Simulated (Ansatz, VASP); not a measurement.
# Ge3Pd in VASP and in Ansatz

```
Ge Pd
1.0
     4.13773    0.00000    0.00000
     0.00000    4.13773    0.00000
     0.00000    0.00000    4.13773
Ge Pd
3 1
Direct
  0.00000 0.50000 0.50000
  0.50000 0.00000 0.50000
  0.50000 0.50000 0.00000
  0.00000 0.00000 0.00000
```

Alike in both runs: functional PBE; k mesh 4 × 4 × 4; occupations gaussian, width 0.1 eV; no spin polarisation.

Ansatz relaxed the structure, and its values are those at the end. VASP's run is a single point on that final structure, the one shown.

```csv
,VASP,Ansatz
version,VASP 6.6.1,Ansatz 0.2.0
potentials or method,"VASP PAW PBE potentials, release 64 (Ge_d, Pd), cutoff 520 eV","scalar-relativistic, plane waves, PAW"
valence electrons in the cell,52,60
```

|  | VASP | Ansatz | Ansatz less VASP |
| --- | --- | --- | --- |
| gap on the k mesh at the Fermi level (eV) | none | none | - |
| pressure (GPa) | 0.0 | 0.0 | +0.01 |

A gap of «none» marks a metal or a gap that the smearing closes. VASP's potentials hold 52 valence electrons a cell and Ansatz's 60, so a difference there can come from the potentials and not from the codes.

The k mesh is coarse, so the values compare programs but aren't converged.
